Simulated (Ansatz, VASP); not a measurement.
Two plane-wave programs on InPbN

```
In Pb N
1.0
     4.18606    0.00000    0.00000
     0.00000    4.18606    0.00000
     0.00000    0.00000    7.47880
In Pb N
2 2 2
Direct
  0.50000 0.00000 0.10213
  0.00000 0.50000 0.89787
  0.50000 0.00000 0.61197
  0.00000 0.50000 0.38803
  0.00000 0.00000 0.00000
  0.50000 0.50000 0.00000
```

Alike in both runs: functional PBE; k mesh 4 × 4 × 4; occupations gaussian, width 0.1 eV; no spin polarisation.

Ansatz relaxed the structure, and its values are those at the end. VASP's run is a single point on that final structure, the one shown.

|  | VASP | Ansatz |
| --- | --- | --- |
| version | VASP 6.6.1 | Ansatz 0.2.0 |
| potentials or method | VASP PAW PBE potentials, release 64 (In_d, Pb_d, N), cutoff 520 eV | scalar-relativistic, plane waves, PAW |
| valence electrons in the cell | 64 | 64 |

Ansatz gave:

| Quantity | Value |
| --- | --- |
| gap on the k mesh at the Fermi level (eV) | none |
| pressure (GPa) | 0.0 |
| rms of the force components (eV/Å) | 0.004 |

Problem. Which values does VASP return?

Solution. gap on the k mesh at the Fermi level (eV): none; pressure (GPa): 0.1; rms of the force components (eV/Å): 0.004.

A gap of «none» marks a metal or a gap that the smearing closes.

The k mesh is coarse, so the values compare programs but aren't converged. Neither program's run includes spin-orbit coupling.
